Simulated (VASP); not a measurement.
# Ti4HO8 (a cell with a defect) in VASP: single point with PBE+D3(BJ)

Aim: the single point of Ti4HO8 (a cell with a defect) with PBE+D3(BJ).

All numbers are computed with VASP 6.6.1; they aren't measurements. Logs are shortened: lines on timing, memory, paths and dates and some standing lists are left out, and cuts for length are marked.

### Step 1. The cell of the first run

The cell holds a defect, 13 atoms: a = 3.785 Å, b = 3.785 Å, c = 9.514 Å, α = 90.00°, β = 90.00°, γ = 90.00°.

### Step 2. Single point, PBE+D3(BJ), collinear spin, ferromagnetic start

Input file INCAR:

```
SYSTEM = Ti4HO8
ALGO = Normal
EDIFF = 1E-7
ENCUT = 520
GGA = PE
ISIF = 2
ISMEAR = -1
ISPIN = 2
IVDW = 12
LASPH = .TRUE.
LCHARG = .TRUE.
LELF = .TRUE.
LMAXMIX = 4
LORBIT = 11
LREAL = .FALSE.
LVHAR = .TRUE.
LWAVE = .FALSE.
MAGMOM = 0 0 0 0 0 0 0 0 0 0 0 0 1
NBANDS = 64
NELM = 150
PREC = Accurate
SIGMA = 0.05
```

Input file KPOINTS:

```
k-points
0
G
  2 2 1
  0 0 0
```

Input file POSCAR:

```
Ti4HO8
1.0
    3.7850000000      0.0000000000      0.0000000000
    0.0000000000      3.7850000000      0.0000000000
    0.0000000000      0.0000000000      9.5140000000
Ti O H
4 8 1
Direct
    0.0081734634     -0.0080976746      0.0018405084
   -0.0098478815      0.4918708260      0.2648317405
    0.4958040366      0.4925794564      0.5066027837
    0.5199415082     -0.0075116271      0.7507774745
   -0.0222332121     -0.0079696232      0.2094959516
   -0.0036501779      0.4925438370      0.4641442385
    0.1125583307      0.4919846909      0.0425248449
    0.0111279146     -0.0072255692      0.7964325449
    0.5054863856      0.4925736063      0.7138670927
    0.5178966057     -0.0081783725      0.9647295801
    0.4963561119     -0.0074752161      0.5464836054
    0.4946477179      0.4921371845      0.2974619174
    0.3703135968      0.4920561816      0.0304218175
```

Potentials or basis: VASP PAW PBE potentials, release 64 (Ti_sv, O, H).

Started as:

```sh
$ cat potpaw_PBE.64/Ti_sv/POTCAR potpaw_PBE.64/O/POTCAR potpaw_PBE.64/H/POTCAR > POTCAR
$ mpirun -np 1 vasp_std > vasp.out
```

OUTCAR:

```text
SYSTEM = Ti4HO8
   EDIFF = 1E-7
   ENCUT = 520
   GGA = PE
   ISIF = 2
   ISMEAR = -1
   ISPIN = 2
   IVDW = 12
   LASPH = .TRUE.
   LORBIT = 11
   LREAL = .FALSE.
   NELM = 150
   PREC = Accurate
 IVDW          = 12

 ion  position               nearest neighbor table
   1  0.008  0.992  0.002-  10 1.89   8 1.95  10 1.96   7 1.97   7 1.97   5 1.98
   2  0.990  0.492  0.265-   6 1.90  12 1.90  12 1.93   5 1.96   5 1.97   7 2.17
   3  0.496  0.493  0.507-  11 1.93  11 1.93   6 1.93   6 1.94   9 1.97  12 1.99
   4  0.520  0.992  0.751-   8 1.91   9 1.93   9 1.93  11 1.95   8 1.97  10 2.04
   5  0.978  0.992  0.209-   2 1.96   2 1.97   1 1.98
   6  0.996  0.493  0.464-   2 1.90   3 1.93   3 1.94
   7  0.113  0.492  0.043-  13 0.98   1 1.97   1 1.97   2 2.17
   8  0.011  0.993  0.796-   4 1.91   1 1.95   4 1.97
   9  0.505  0.493  0.714-   4 1.93   4 1.93   3 1.97
  10  0.518  0.992  0.965-   1 1.89   1 1.96   4 2.04
  11  0.496  0.993  0.546-   3 1.93   3 1.93   4 1.95
  12  0.495  0.492  0.297-   2 1.90   2 1.93   3 1.99
  13  0.370  0.492  0.030-   7 0.98

  LATTYP: Found a simple tetragonal cell.
 ALAT       =     3.7850000000
 C/A-ratio  =     2.5136063408

  Lattice vectors:

 A1 = (   3.7850000000,   0.0000000000,   0.0000000000)
 A2 = (   0.0000000000,   3.7850000000,   0.0000000000)
 A3 = (   0.0000000000,   0.0000000000,   9.5140000000)

Analysis of symmetry for initial positions (statically):
=====================================================================
 Subroutine PRICEL returns:
 Original cell was already a primitive cell.

 Routine SETGRP: Setting up the symmetry group for a
 simple tetragonal supercell.

 Subroutine GETGRP returns: Found  1 space group operations
 (whereof  1 operations were pure point group operations)
 out of a pool of 16 trial point group operations.

The static configuration has the point symmetry C_1 .

Analysis of symmetry for dynamics (positions and initial velocities):
=====================================================================
 Subroutine PRICEL returns:
 Original cell was already a primitive cell.

 Routine SETGRP: Setting up the symmetry group for a
 simple tetragonal supercell.

 Subroutine GETGRP returns: Found  1 space group operations
 (whereof  1 operations were pure point group operations)
 out of a pool of 16 trial point group operations.

The dynamic configuration has the point symmetry C_1 .

Analysis of structural, dynamic, and magnetic symmetry:
=====================================================================
 Subroutine PRICEL returns:
 Original cell was already a primitive cell.

 Routine SETGRP: Setting up the symmetry group for a
 simple tetragonal supercell.

 Subroutine GETGRP returns: Found  1 space group operations
 (whereof  1 operations were pure point group operations)
 out of a pool of 16 trial point group operations.

The overall configuration has the point symmetry C_1 .

 Subroutine INISYM returns: Found  1 space group operations
 (whereof  1 operations are pure point group operations),
 and found     1 'primitive' translations

----------------------------------------------------------------------------------------

                                     Primitive cell

  volume of cell :     136.2997

  direct lattice vectors                    reciprocal lattice vectors
     3.785000000  0.000000000  0.000000000     0.264200793  0.000000000  0.000000000
     0.000000000  3.785000000  0.000000000     0.000000000  0.264200793  0.000000000
     0.000000000  0.000000000  9.514000000     0.000000000  0.000000000  0.105108262

  length of vectors
     3.785000000  3.785000000  9.514000000     0.264200793  0.264200793  0.105108262

  position of ions in fractional coordinates (direct lattice)
     0.008173463  0.991902325  0.001840508
     0.990152118  0.491870826  0.264831740
     0.495804037  0.492579456  0.506602784
     0.519941508  0.992488373  0.750777474
     0.977766788  0.992030377  0.209495952
     0.996349822  0.492543837  0.464144238
     0.112558331  0.491984691  0.042524845
     0.011127915  0.992774431  0.796432545
     0.505486386  0.492573606  0.713867093
     0.517896606  0.991821628  0.964729580
     0.496356112  0.992524784  0.546483605
     0.494647718  0.492137185  0.297461917
     0.370313597  0.492056182  0.030421817

  ion indices of the primitive-cell ions
   primitive index   ion index
                 1           1
                 2           2
                 3           3
                 4           4
                 5           5
                 6           6
                 7           7
                 8           8
                 9           9
                10          10
                11          11
[... 26 lines left out ...]

 Found      4 irreducible k-points:

 Following reciprocal coordinates:
            Coordinates               Weight
  0.000000  0.000000  0.000000      1.000000
  0.500000  0.000000  0.000000      1.000000
  0.000000  0.500000  0.000000      1.000000
  0.500000  0.500000  0.000000      1.000000
   k-points           NKPTS =      4   k-points in BZ     NKDIM =      4   number of bands    NBANDS=     64
   number of dos      NEDOS =    301   number of ions     NIONS =     13
   total plane-waves  NPLWV =  56448
   dimension x,y,z NGX =    28 NGY =   28 NGZ =   72
   dimension x,y,z NGXF=    56 NGYF=   56 NGZF=  144
   ions per type =               4   8   1
   NGX,Y,Z   is equivalent  to a cutoff of  12.30, 12.30, 12.58 a.u.
   NGXF,Y,Z  is equivalent  to a cutoff of  24.60, 24.60, 25.16 a.u.
 SYSTEM =  Ti4HO8
   PREC   = accura    normal or accurate (medium, high low for compatibility)
   ISTART =      0    job   : 0-new  1-cont  2-samecut
   ICHARG =      2    charge: 1-file 2-atom 10-const
   ISPIN  =      2    spin polarized calculation?
   LNONCOLLINEAR =      F non collinear calculations
   LSORBIT =      F    spin-orbit coupling
   LASPH  =      T    aspherical Exc in radial PAW
   ENCUT  =  520.0 eV  38.22 Ry    6.18 a.u.   7.04  7.04 17.69*2*pi/ulx,y,z
   NELM   =    150;   NELMIN=  2; NELMDL= -5     # of ELM steps
   EDIFF  = 0.1E-06   stopping-criterion for ELM
   LREAL  =      F    real-space projection
   EDIFFG = 0.1E-05   stopping-criterion for IOM
   NSW    =      0    number of steps for IOM
   IBRION =     -1    ionic relax: 0-MD 1-quasi-New 2-CG
   NFREE  =      0    steps in history (QN), initial steepest desc. (CG)
   ISIF   =      2    stress and relaxation
   ISYM   =      2    0-nonsym 1-usesym 2-fastsym
   POTIM  = 0.5000    time-step for ionic-motion
   TEBEG  =    0.0;   TEEND  =   0.0 temperature during run
   PSTRESS=    0.0 pullay stress
   NELECT =      97.0000    total number of electrons
   NUPDOWN=      -1.0000    fix difference up-down
   EMIN   =  10.00;   EMAX   =-10.00  energy-range for DOS
   EFERMI =   0.00;   METHOD = LEGACY
   ISMEAR =    -1;   SIGMA  =   0.05  broadening in eV -4-tet -1-fermi 0-gaus
   EFERMI_NEDOS =   21; number of points for ismear=-14 and -15
   IALGO  =     38    algorithm
   IMIX   =      4    mixing-type and parameters
     AMIX     =   0.40;   BMIX     =  1.00
     AMIX_MAG =   1.60;   BMIX_MAG =  1.00
  volume/ion in A,a.u.               =      10.48        70.75
  Fermi-wavevector in a.u.,A,eV,Ry     =   1.461618  2.762057 29.066481  2.136326
  Thomas-Fermi vector in A             =   2.577928
   LORBIT       =     11    0 simple, 1 ext, 2 COOP (PROOUT), +10 PAW based schemes
   GGA     = PE    functional components
   LHFCALC =     F    Hartree Fock is set to
   AEXX    =    0.0000 exact exchange contribution
   IVDW    =    12    specifies the selected vdW correction
   LEPSILON=     F    determine dielectric tensor
   LRPA    =     F    only Hartree local field effects (RPA)
 spin polarized calculation
  energy-cutoff  :      520.00
  volume of cell :      136.30
 maximum number of plane-waves:      3700
   NGX = 15   NGY = 15   NGZ = 35

 number of electron      97.0000000 magnetization       0.4914795

 Free energy of the ion-electron system (eV)
  ---------------------------------------------------
  ext. energy  EPLUGINS =         0.00000000
  ---------------------------------------------------
  free energy    TOTEN  =      -110.41657582 eV

  energy without entropy =     -110.40714349  energy(sigma->0) =     -110.41185966

 E-fermi :   6.4127     XC(G=0): -10.8434

 val. band max:        6.2730949805   @ k =   0.0000   0.0000   0.0000
 cond. band min:       6.5617752147   @ k =   0.0000   0.0000   0.0000
 fundamental gap:      0.2886802342
 Fermi energy:         6.4126632852

 spin component 1

 k-point     1 :       0.0000    0.0000    0.0000
  band No.  band energies     occupation
      1     -52.3558      1.00000
      2     -52.3345      1.00000
      3     -52.1912      1.00000
      4     -52.1261      1.00000
      5     -28.8834      1.00000
      6     -28.7092      1.00000
[... 241 lines left out ...]
     59       8.9966      0.00000
     60       9.0495      0.00000
 Fermi energy:         6.4126632852

 spin component 2

 k-point     1 :       0.0000    0.0000    0.0000
  band No.  band energies     occupation
      1     -52.2374      1.00000
      2     -52.1986      1.00000
      3     -52.1597      1.00000
      4     -51.9642      1.00000
      5     -28.8269      1.00000
      6     -28.6584      1.00000
[... 241 lines left out ...]
     59       8.9340      0.00000
     60       9.0594      0.00000
 [bands above 60 left out]

------------------------ aborting loop because EDIFF is reached ----------------------------------------

 Edisp (eV)   -2.86066

 E8    (eV) :    -1.1214

  FORCE on cell =-STRESS in cart. coord.  units (eV):
  Direction    XX          YY          ZZ          XY          YZ          ZX
  --------------------------------------------------------------------------------------
  -------------------------------------------------------------------------------------
  Total       3.63053     3.93485     7.78064     0.00079    -0.00231    -0.36638
  in kB      42.67625    46.25338    91.45999     0.00931    -0.02716    -4.30671
  external pressure =       60.13 kB  Pullay stress =        0.00 kB

 VOLUME and BASIS-vectors are now :
 -----------------------------------------------------------------------------
  energy-cutoff  :      520.00
  volume of cell :      136.30
      direct lattice vectors                 reciprocal lattice vectors
     3.785000000  0.000000000  0.000000000     0.264200793  0.000000000  0.000000000
     0.000000000  3.785000000  0.000000000     0.000000000  0.264200793  0.000000000
     0.000000000  0.000000000  9.514000000     0.000000000  0.000000000  0.105108262

 POSITION                                       TOTAL-FORCE (eV/Angst)
 -----------------------------------------------------------------------------------
      0.03094      3.75435      0.01751        -0.021119      0.004910      0.028918
      3.74773      1.86173      2.51961         0.006496      0.002422     -0.058396
      1.87662      1.86441      4.81982         0.009888     -0.000511     -0.018497
      1.96798      3.75657      7.14290        -0.014149      0.002652      0.008700
      3.70085      3.75483      1.99314        -0.012636     -0.001656      0.018568
      3.77118      1.86428      4.41587        -0.002990     -0.000632      0.062894
      0.42603      1.86216      0.40458        -0.037110     -0.004343      0.010217
      0.04212      3.75765      7.57726         0.019081     -0.001932     -0.026689
      1.91327      1.86439      6.79173         0.000813     -0.003095      0.021122
      1.96024      3.75404      9.17844        -0.023080      0.001800      0.007074
      1.87871      3.75671      5.19925        -0.006527      0.000014     -0.023012
      1.87224      1.86274      2.83005        -0.014661      0.000543     -0.008085
      1.40164      1.86243      0.28943         0.095996     -0.000173     -0.022815
 -----------------------------------------------------------------------------------
    total drift:                               -0.001198     -0.000379     -0.000467

  FREE ENERGIE OF THE ION-ELECTRON SYSTEM (eV)
  ---------------------------------------------------
  free  energy   TOTEN  =      -113.2772308713 eV

  energy  without entropy=     -113.2677985399  energy(sigma->0) =     -113.27251471

 total charge

# of ion       s       p       d       tot
------------------------------------------
    1        2.216   6.289   1.879  10.384
    2        2.215   6.275   1.836  10.326
    3        2.217   6.293   1.816  10.326
    4        2.219   6.292   1.810  10.322
    5        1.570   3.489   0.000   5.060
    6        1.574   3.516   0.000   5.090
    7        1.563   3.647   0.000   5.210
    8        1.572   3.506   0.000   5.078
    9        1.571   3.514   0.000   5.085
   10        1.569   3.526   0.000   5.095
   11        1.572   3.513   0.000   5.085
   12        1.570   3.519   0.000   5.089
   13        0.592   0.125   0.000   0.717
--------------------------------------------------
tot         22.021  53.505   7.341  82.867

 magnetization (x)

# of ion       s       p       d       tot
------------------------------------------
    1        0.003   0.004   0.368   0.375
    2        0.001   0.002   0.167   0.170
    3       -0.001  -0.001  -0.060  -0.061
    4       -0.000  -0.001  -0.039  -0.039
    5       -0.001  -0.011   0.000  -0.011
    6        0.000  -0.000   0.000   0.000
    7       -0.001  -0.004   0.000  -0.005
    8       -0.000  -0.002   0.000  -0.002
    9        0.000   0.004   0.000   0.004
   10       -0.001  -0.010   0.000  -0.011
   11        0.000   0.004   0.000   0.004
   12       -0.000  -0.009   0.000  -0.010
   13        0.008  -0.000   0.000   0.008
--------------------------------------------------
tot          0.009  -0.023   0.437   0.422
```

Wall time 4.6 min (1 thread of AMD EPYC 7R13, shared host); peak memory 0.27 GiB.

What came out:

```yaml
Free_energy: -113.2772 eV
Pressure: 6.0 GPa
Largest_force: 0.099 eV/Å
Net_moment: 0.49 μB per cell
Site_moments: Ti +0.38, +0.17, -0.06, -0.04; O -0.01, +0.00, -0.00; H +0.01 μB
Valence_electrons_inside_the_program's_atomic_spheres: Ti 10.38, 10.33, 10.32; O 5.06, 5.09, 5.21, 5.08; H 0.72
Dispersion_energy_per_atom: -0.220 eV
```

Forces on the atoms (eV/Å):
```
Ti  -0.021  0.005  0.029
Ti   0.006  0.002 -0.058
Ti   0.010 -0.001 -0.018
Ti  -0.014  0.003  0.009
O   -0.013 -0.002  0.019
O   -0.003 -0.001  0.063
O   -0.037 -0.004  0.010
O    0.019 -0.002 -0.027
O    0.001 -0.003  0.021
O   -0.023  0.002  0.007
O   -0.007  0.000 -0.023
O   -0.015  0.001 -0.008
H    0.096  0.000 -0.023
```

Stress tensor (GPa, compression positive):
```
 4.27  0.00 -0.43
 0.00  4.63  0.00
-0.43  0.00  9.15
```

Caveat: the k points lie up to 0.83 Å⁻¹ apart; semilocal functionals often make such compounds metallic where correlation or magnetic order opens a gap, which also shifts bond lengths.
